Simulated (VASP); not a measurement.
# Pt (R-3m) in VASP: a series of runs

Pt is run at these levels: PBEsol; tasks: single point.

Program: VASP 6.6.1. These are calculated values, not measurements. Logs are shortened: lines on timing, memory, paths and dates and some standing lists are left out, and cuts for length are marked.

**1. The cell of the first run**

The structure is trigonal, space group R-3m (No. 166). Conventional cell: a = 5.646 Å, b = 5.646 Å, c = 1.729 Å, α = 90.00°, β = 90.00°, γ = 120.00°. Within 2.3 Å of Pt (site symmetry -3m) lie 2 Pt at 1.73 Å.

**2. Single point, PBEsol**

Input file INCAR:

```
SYSTEM = Pt
  PREC = Accurate
  ENCUT = 520
  EDIFF = 1E-7
  ISMEAR = 0
  SIGMA = 0.15
  LREAL = .False.
  LASPH = .True.
  NELM = 60
  ALGO = Fast
  ISIF = 2
  LWAVE = .False.
  LCHARG = .False.
  GGA = PS
  NBANDS = 11
```

Input file KPOINTS:

```
Automatic mesh
0
Gamma
  24 24 24
  0 0 0
```

Input file POSCAR:

```
Pt
1.0
   -2.3286574799      1.6633267714      1.6633267714
    1.6633267714     -2.3286574799      1.6633267714
    1.6633267714      1.6633267714     -2.3286574799
Pt
1
Direct
    0.0000000000      0.0000000000      0.0000000000
```

Potentials or basis: VASP PAW PBE potentials, release 64 (Pt).

Command:

```sh
> cat potpaw_PBE.64/Pt/POTCAR > POTCAR
> mpirun -np 1 vasp_std > vasp.out
```

OUTCAR:

```text
SYSTEM = Pt
   PREC = Accurate
   ENCUT = 520
   EDIFF = 1E-7
   ISMEAR = 0
   LREAL = .False.
   LASPH = .True.
   NELM = 60
   ISIF = 2
   GGA = PS

 ion  position               nearest neighbor table
   1  0.000  0.000  0.000-

  LATTYP: Found a trigonal (rhomboedric) cell.
 ALAT       =     3.3099784827
 COS(alpha) =    -0.4545454545

  Lattice vectors:

 A1 = (  -2.3286574799,   1.6633267714,   1.6633267714)
 A2 = (   1.6633267714,  -2.3286574799,   1.6633267714)
 A3 = (   1.6633267714,   1.6633267714,  -2.3286574799)

Analysis of symmetry for initial positions (statically):
=====================================================================
 Subroutine PRICEL returns:
 Original cell was already a primitive cell.

 Routine SETGRP: Setting up the symmetry group for a
 trigonal (rhombohedral) supercell.

 Subroutine GETGRP returns: Found 12 space group operations
 (whereof 12 operations were pure point group operations)
 out of a pool of 12 trial point group operations.

The static configuration has the point symmetry D_3d.

Analysis of symmetry for dynamics (positions and initial velocities):
=====================================================================
 Subroutine PRICEL returns:
 Original cell was already a primitive cell.

 Routine SETGRP: Setting up the symmetry group for a
 trigonal (rhombohedral) supercell.

 Subroutine GETGRP returns: Found 12 space group operations
 (whereof 12 operations were pure point group operations)
 out of a pool of 12 trial point group operations.

The dynamic configuration has the point symmetry D_3d.

 Subroutine INISYM returns: Found 12 space group operations
 (whereof 12 operations are pure point group operations),
 and found     1 'primitive' translations

----------------------------------------------------------------------------------------

                                     Primitive cell

  volume of cell :      15.9040

  direct lattice vectors                    reciprocal lattice vectors
    -2.328657480  1.663326771  1.663326771     0.167001327  0.417503317  0.417503317
     1.663326771 -2.328657480  1.663326771     0.417503317  0.167001327  0.417503317
     1.663326771  1.663326771 -2.328657480     0.417503317  0.417503317  0.167001327

  length of vectors
     3.309978483  3.309978483  3.309978483     0.613602056  0.613602056  0.613602056

  position of ions in fractional coordinates (direct lattice)
     0.000000000  0.000000000  0.000000000

  ion indices of the primitive-cell ions
   primitive index   ion index
                 1           1

----------------------------------------------------------------------------------------

 KPOINTS: Automatic mesh

Automatic generation of k-mesh.
 Grid dimensions read from file:
 generate k-points for:   24   24   24

 Generating k-lattice:

  Cartesian coordinates                     Fractional coordinates (reciprocal lattice)
     0.006958389  0.017395972  0.017395972     0.041666667 -0.000000000  0.000000000
     0.017395972  0.006958389  0.017395972    -0.000000000  0.041666667  0.000000000
     0.017395972  0.017395972  0.006958389    -0.000000000 -0.000000000  0.041666667

  Length of vectors
     0.025566752  0.025566752  0.025566752

  Shift w.r.t. Gamma in fractional coordinates (k-lattice)
     0.000000000  0.000000000  0.000000000

 Subroutine IBZKPT returns following result:
 ===========================================

 Found   1313 irreducible k-points:

 Following reciprocal coordinates:
            Coordinates               Weight
  0.000000  0.000000  0.000000      1.000000
  0.041667  0.000000  0.000000      6.000000
  0.083333 -0.000000  0.000000      6.000000
  0.125000  0.000000  0.000000      6.000000
  0.166667  0.000000  0.000000      6.000000
  0.208333  0.000000  0.000000      6.000000
[... 16 lines left out ...]
  0.416667  0.041667  0.000000     12.000000
  0.458333  0.041667  0.000000     12.000000
 [... further k-points ...]
   k-points           NKPTS =   1313   k-points in BZ     NKDIM =   1313   number of bands    NBANDS=     11
   number of dos      NEDOS =    301   number of ions     NIONS =      1
   total plane-waves  NPLWV =  21952
   dimension x,y,z NGX =    28 NGY =   28 NGZ =   28
   dimension x,y,z NGXF=    56 NGYF=   56 NGZF=   56
   ions per type =               1
   NGX,Y,Z   is equivalent  to a cutoff of  14.06, 14.06, 14.06 a.u.
   NGXF,Y,Z  is equivalent  to a cutoff of  28.13, 28.13, 28.13 a.u.
 SYSTEM =  Pt
   PREC   = accura    normal or accurate (medium, high low for compatibility)
   ISTART =      0    job   : 0-new  1-cont  2-samecut
   ICHARG =      2    charge: 1-file 2-atom 10-const
   ISPIN  =      1    spin polarized calculation?
   LNONCOLLINEAR =      F non collinear calculations
   LSORBIT =      F    spin-orbit coupling
   LASPH  =      T    aspherical Exc in radial PAW
   ENCUT  =  520.0 eV  38.22 Ry    6.18 a.u.   6.15  6.15  6.15*2*pi/ulx,y,z
   NELM   =     60;   NELMIN=  2; NELMDL= -5     # of ELM steps
   EDIFF  = 0.1E-06   stopping-criterion for ELM
   LREAL  =      F    real-space projection
   EDIFFG = 0.1E-05   stopping-criterion for IOM
   NSW    =      0    number of steps for IOM
   IBRION =     -1    ionic relax: 0-MD 1-quasi-New 2-CG
   NFREE  =      0    steps in history (QN), initial steepest desc. (CG)
   ISIF   =      2    stress and relaxation
   ISYM   =      2    0-nonsym 1-usesym 2-fastsym
   POTIM  = 0.5000    time-step for ionic-motion
   TEBEG  =    0.0;   TEEND  =   0.0 temperature during run
   PSTRESS=    0.0 pullay stress
   NELECT =      10.0000    total number of electrons
   NUPDOWN=      -1.0000    fix difference up-down
   EMIN   =  10.00;   EMAX   =-10.00  energy-range for DOS
   EFERMI =   0.00;   METHOD = LEGACY
   ISMEAR =     0;   SIGMA  =   0.15  broadening in eV -4-tet -1-fermi 0-gaus
   EFERMI_NEDOS =   21; number of points for ismear=-14 and -15
   IALGO  =     68    algorithm
   IMIX   =      4    mixing-type and parameters
     AMIX     =   0.40;   BMIX     =  1.00
     AMIX_MAG =   1.60;   BMIX_MAG =  1.00
  volume/ion in A,a.u.               =      15.90       107.33
  Fermi-wavevector in a.u.,A,eV,Ry     =   1.402510  2.650360 26.763132  1.967035
  Thomas-Fermi vector in A             =   2.525265
   LORBIT       =      0    0 simple, 1 ext, 2 COOP (PROOUT), +10 PAW based schemes
   GGA     = PS    functional components
   LHFCALC =     F    Hartree Fock is set to
   AEXX    =    0.0000 exact exchange contribution
   IVDW    =     0    specifies the selected vdW correction
   LEPSILON=     F    determine dielectric tensor
   LRPA    =     F    only Hartree local field effects (RPA)
 non-spin polarized calculation
 RMM-DIIS sequential band-by-band and
 Gauss-broadening in eV      SIGMA  =   0.15
  energy-cutoff  :      520.00
  volume of cell :       15.90
 maximum number of plane-waves:       458
 NGX is ok and might be reduce to    28

 number of electron      10.0000000 magnetization

 Free energy of the ion-electron system (eV)
  ---------------------------------------------------
  ext. energy  EPLUGINS =         0.00000000
  ---------------------------------------------------
  free energy    TOTEN  =         4.11643374 eV

  energy without entropy =        4.12104993  energy(sigma->0) =        4.11874183

 E-fermi :  11.0872     XC(G=0): -12.7310

 val. band max:       11.0854434444   @ k =  -0.4167   0.4167   0.0417
 cond. band min:      11.0946858929   @ k =   0.3750   0.1250   0.0000
 fundamental gap:      0.0092424485
 Fermi energy:        11.0871955725

 k-point     1 :       0.0000    0.0000    0.0000
  band No.  band energies     occupation
      1      -4.3035      2.00000
      2       1.5037      2.00000
      3       4.3438      2.00000
      4       4.3438      2.00000
      5      16.1944      0.00000
      6      16.1944      0.00000
      7      20.8980      0.00000
      8      22.8452      0.00000
      9      22.8452      0.00000
     10      30.4051      0.00000
     11      30.4051      0.00000

 k-point     2 :       0.0417    0.0000    0.0000
  band No.  band energies     occupation
      1      -3.9950      2.00000
      2       1.6388      2.00000
      3       4.4023      2.00000
      4       4.4163      2.00000
      5      15.2255      0.00000
      6      15.2338      0.00000
      7      21.0016      0.00000
      8      23.5369      0.00000
      9      23.5949      0.00000
     10      30.4615      0.00000
     11      30.4921      0.00000

 k-point     3 :       0.0833   -0.0000    0.0000
  band No.  band energies     occupation
      1      -3.0963      2.00000
      2       2.0622      2.00000
      3       4.5769      2.00000
      4       4.6321      2.00000
      5      13.1357      0.00000
      6      13.1604      0.00000
      7      21.3079      0.00000
      8      24.7225      0.00000
      9      25.0084      0.00000
     10      30.6562      0.00000
     11      30.8024      0.00000

 k-point     4 :       0.1250    0.0000    0.0000
  band No.  band energies     occupation
      1      -1.7057      2.00000
      2       2.8400      2.00000
      3       4.8638      2.00000
      4       4.9859      2.00000
      5      10.7489      1.99858
      6      10.7823      1.99595
      7      21.8029      0.00000
      8      25.5288      0.00000
      9      26.2513      0.00000
     10      30.9671      0.00000
     11      31.4281      0.00000

 k-point     5 :       0.1667    0.0000    0.0000
  band No.  band energies     occupation
      1      -0.0427      2.00000
      2       4.1126      2.00000
      3       5.2534      2.00000
      4       5.4660      2.00000
      5       8.3995      2.00000
      6       8.4075      2.00000
      7      22.4584      0.00000
      8      25.8782      0.00000
      9      27.1347      0.00000
     10      31.2945      0.00000
     11      32.3526      0.00000
[... 211 lines left out ...]
 k-point    21 :       0.3333    0.0417    0.0000
  band No.  band energies     occupation
      1      -0.7110      2.00000
      2      -0.4791      2.00000
      3       7.3917      2.00000
      4       8.3895      2.00000
      5       8.9218      2.00000
      6      17.3704      0.00000
      7      25.4361      0.00000
      8      28.0851      0.00000
      9      28.7853      0.00000
     10      30.7668      0.00000
     11      32.7364      0.00000

 k-point    22 :       0.3750    0.0417    0.0000
  band No.  band energies     occupation
      1      -1.5996      2.00000
      2      -1.3594      2.00000
      3       8.7466      2.00000
      4       8.9594      2.00000
      5       9.6812      2.00000
      6      18.2945      0.00000
      7      25.0590      0.00000
      8      27.7583      0.00000
      9      28.3948      0.00000
     10      31.6631      0.00000
     11      32.4235      0.00000

 k-point    23 :       0.4167    0.0417    0.0000
  band No.  band energies     occupation
      1      -2.1441      2.00000
      2      -1.8938      2.00000
      3       9.3127      2.00000
      4       9.6020      2.00000
      5      10.6288      1.99998
      6      17.9949      0.00000
      7      24.5962      0.00000
      8      27.6386      0.00000
      9      28.1882      0.00000
     10      32.1464      0.00000
     11      32.2232      0.00000

 k-point    24 :       0.4583    0.0417    0.0000
  band No.  band energies     occupation
      1      -2.3341      2.00000
      2      -2.0734      2.00000
      3       9.4451      2.00000
      4       9.8401      2.00000
      5      11.3336      0.02018
      6      17.4802      0.00000
      7      24.2973      0.00000
      8      27.2305      0.00000
      9      28.3591      0.00000
     10      32.0738      0.00000
     11      32.3521      0.00000

 [... further k-points ...]

------------------------ aborting loop because EDIFF is reached ----------------------------------------

  FORCE on cell =-STRESS in cart. coord.  units (eV):
  Direction    XX          YY          ZZ          XY          YZ          ZX
  --------------------------------------------------------------------------------------
  -------------------------------------------------------------------------------------
  Total       23.2213351     23.2213351     23.2213351     22.5253188     22.5253188     22.5253188
  in kB     2339.3289867   2339.3289867   2339.3289867   2269.2119463   2269.2119463   2269.2119463
  external PRESSURE =    2339.3289867 kB  Pullay stress =       0.0000000 kB

 VOLUME and BASIS-vectors are now :
 -----------------------------------------------------------------------------
  energy-cutoff  :      520.00
  volume of cell :       15.90
      direct lattice vectors                 reciprocal lattice vectors
    -2.328657480  1.663326771  1.663326771     0.167001327  0.417503317  0.417503317
     1.663326771 -2.328657480  1.663326771     0.417503317  0.167001327  0.417503317
     1.663326771  1.663326771 -2.328657480     0.417503317  0.417503317  0.167001327

 POSITION                                       TOTAL-FORCE (eV/Angst)
 -----------------------------------------------------------------------------------
      0.00000      0.00000      0.00000         0.000000      0.000000      0.000000
 -----------------------------------------------------------------------------------
    total drift:                               -0.000000     -0.000000      0.000000

  FREE ENERGIE OF THE ION-ELECTRON SYSTEM (eV)
  ---------------------------------------------------
  free  energy   TOTEN  =         4.1164337400 eV

  energy  without entropy=        4.1210499269  energy(sigma->0) =        4.11874183
```

It took 4 min on 1 thread of Intel Xeon 6975P-C (Granite Rapids), shared host; peak memory 0.37 GiB.

Results:

* Free energy: 4.1164 eV
* Pressure: 233.9 GPa
* Band gap on the k mesh: zero (band 5 reaches 16.20 eV, above the bottom of band 6 at 6.22 eV)

Caveat: the PAW data sets were made with another functional, which shifts forces and pressure a little; spin-orbit coupling is left out, which moves the levels of the heavy elements.

**3. Single point, PBEsol**

This run uses another cell than the first one, of the same volume but with other edges.

Input file INCAR:

```
PREC = Accurate
ENCUT = 520
EDIFF = 1E-6
ISMEAR = 0
SIGMA = 0.15
LREAL = F
LASPH = T
NELM = 60
ALGO = Fast
ISIF = 2
LWAVE = F
LCHARG = F
GGA = PS
NBANDS = 11
```

Input file KPOINTS:

```
Automatic mesh
0
Gamma
  24 24 24
```

Input file POSCAR:

```
Pt
1.0
   -1.9474695926      1.6041466857      1.6041466857
    1.6041466857     -1.9474695926      1.6041466857
    1.6041466857      1.6041466857     -1.9474695926
Pt
1
Direct
    0.0000000000      0.0000000000      0.0000000000
```

Potentials or basis: VASP PAW PBE potentials, release 64 (Pt).

Command:

```sh
> cat potpaw_PBE.64/Pt/POTCAR > POTCAR
> mpirun -np 1 vasp_std > vasp.out
```

It took 78 s on 1 thread of Intel Xeon 6975P-C (Granite Rapids), shared host; peak memory 0.35 GiB.

Results (log left out):

```yaml
Free_energy: -5.1495 eV
Pressure: 45.3 GPa
Band_gap_on_the_k_mesh: zero (band 5 reaches 12.45 eV, above the bottom of band 6 at 7.64 eV)
```

Stress tensor (GPa, compression positive):
```
45.30 58.96 58.96
58.96 45.30 58.96
58.96 58.96 45.30
```

Levels at points of the mesh, in eV from the Fermi level:
```
           k point  band 1  band 2  band 3  band 4  band 5  band 6  band 7  band 8  band 9  band 10
(0.00, 0.00, 0.00)  -10.46   -8.09   -4.00   -4.00    0.31    0.31   12.99   15.61   15.61    24.67
(0.50, 0.00, 0.00)   -7.66   -6.24   -2.42   -2.04    0.31    2.13   11.33   12.07   15.18    20.77
(0.50, 0.50, 0.00)   -9.50   -6.61   -1.66   -1.15    0.40    0.80    2.45    9.71   19.73    22.11
(0.50, 0.50, 0.50)   -7.68   -7.68   -1.18   -1.18    1.86    7.88    7.88    8.72   16.16    17.73
```

Caveat: the PAW data sets were made with another functional, which shifts forces and pressure a little; spin-orbit coupling is left out, which moves the levels of the heavy elements.
